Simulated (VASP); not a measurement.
Runs of VASP 6.6.1 on As. The structure is that of space group Im-3m (No. 229), or close to it. The cells are those of the table. 

```tsv
cell	k mesh	gap on the mesh (eV)	pressure (GPa)
a = 2.792 Å, angles 109.5°, 1 atom	15 × 15 × 15	none	(a)
a = 2.874 Å, angles 109.5°, 1 atom	15 × 15 × 15	none	3.6
a = 3.026 Å, angles 109.5°, 1 atom	15 × 15 × 15	none	-7.1
a = 2.914 Å, angles 109.5°, 1 atom	22 × 22 × 22	none	0.1
a = 2.834 Å, angles 109.5°, 1 atom	15 × 15 × 15	none	8.1
a = 2.952 Å, angles 109.5°, 1 atom	15 × 15 × 15	none	-2.9
a = 2.989 Å, angles 109.5°, 1 atom	15 × 15 × 15	none	(b)
a = 2.914 Å, angles 109.5°, 1 atom	15 × 15 × 15	none	0.0
```

Alike in all rows: task single point; level PBE; potentials or basis VASP PAW PBE potentials, release 64 (As); no spin polarisation; cutoff (eV) 520; smearing fermi-dirac 0.1 eV.

Question: Estimate the missing entries.

Answer: (a) 13.9; (b) -5.2.

A k mesh can miss the band edges, and the runs leave out spin-orbit coupling on As.

A gap of «none» marks levels without a gap at the run's occupations.
